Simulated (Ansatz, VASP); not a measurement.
## One calculation of Si2NF2, two programs

```
CELL_PARAMETERS angstrom
-2.09099 2.09099 3.61477
2.09099 -2.09099 3.61477
2.09099 2.09099 -3.61477
ATOMIC_POSITIONS crystal
Si 0.25000 0.75000 0.50000
Si 0.75000 0.25000 0.50000
N 0.00000 0.00000 0.00000
F 0.65335 0.65335 0.00000
F 0.34665 0.34665 0.00000
```

Change from the starting cell: species swapped into the TmCo2Si2 type (I4/mmm, No. 139).

Alike in both runs: functional PBE; k mesh 6 × 6 × 6; occupations gaussian, width 0.1 eV; collinear spin.

Ansatz relaxed the structure, and its values are those at the end. VASP's run is a single point on that final structure, the one shown.

|  | VASP | Ansatz |
| --- | --- | --- |
| version | VASP 6.6.1 | Ansatz 0.2.0 |
| potentials or method | VASP PAW PBE potentials, release 64 (Si, N, F), cutoff 520 eV | scalar-relativistic, plane waves, PAW |
| valence electrons in the cell | 27 | 27 |

Ansatz gave:

* gap on the k mesh at the Fermi level (eV): none
* pressure (GPa): 0.1
* rms of the force components (eV/Å): 0.003
* net moment per atom (μB): 0.08
* size of the moment on the site where the two differ most (μB): 0.32

Estimate VASP's values.

gap on the k mesh at the Fermi level (eV): none; pressure (GPa): -0.1; rms of the force components (eV/Å): 0.003; net moment per atom (μB): 0.08; size of the moment on the site where the two differ most (μB): 0.25.

Site moments also hang on the region over which each program counts them. A gap of «none» marks a metal or a gap that the smearing closes. The functional is the same, so the differences come from potentials, cutoffs and numerics. Ansatz's warnings: seeded moment not kept.
